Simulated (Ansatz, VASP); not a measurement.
## Two plane-wave programs on SiSeF2

```xyz
4
Lattice="4.8541 0.0000 0.0000 0.0000 4.8541 0.0000 0.0000 0.0000 2.5718" Properties=species:S:1:pos:R:3 pbc="T T T"
Si    2.4271    2.4271    1.2859
Se    0.0000    0.0000    0.0000
F     0.0000    2.4271    0.0000
F     2.4271    0.0000    0.0000
```

Alike in both runs: functional PBE; k mesh 4 × 4 × 6; occupations gaussian, width 0.1 eV; no spin polarisation.

Ansatz relaxed the structure, and its values are those at the end. VASP's run is a single point on that final structure, the one shown.

```csv
,VASP,Ansatz
version,VASP 6.6.1,Ansatz 0.2.0
potentials or method,"VASP PAW PBE potentials, release 64 (Si, Se, F), cutoff 520 eV","scalar-relativistic, plane waves, PAW"
valence electrons in the cell,24,34
```

Ansatz gave:

| Quantity | Value |
| --- | --- |
| gap on the k mesh at the Fermi level (eV) | none |
| pressure (GPa) | 0.1 |

**Question.** Estimate VASP's values.

**Answer.** gap on the k mesh at the Fermi level (eV): none; pressure (GPa): -0.1.

A gap of «none» marks a metal or a gap that the smearing closes. VASP's potentials hold 24 valence electrons a cell and Ansatz's 34, so a difference there can come from the potentials and not from the codes.

The k mesh is coarse, so the values compare programs but aren't converged.
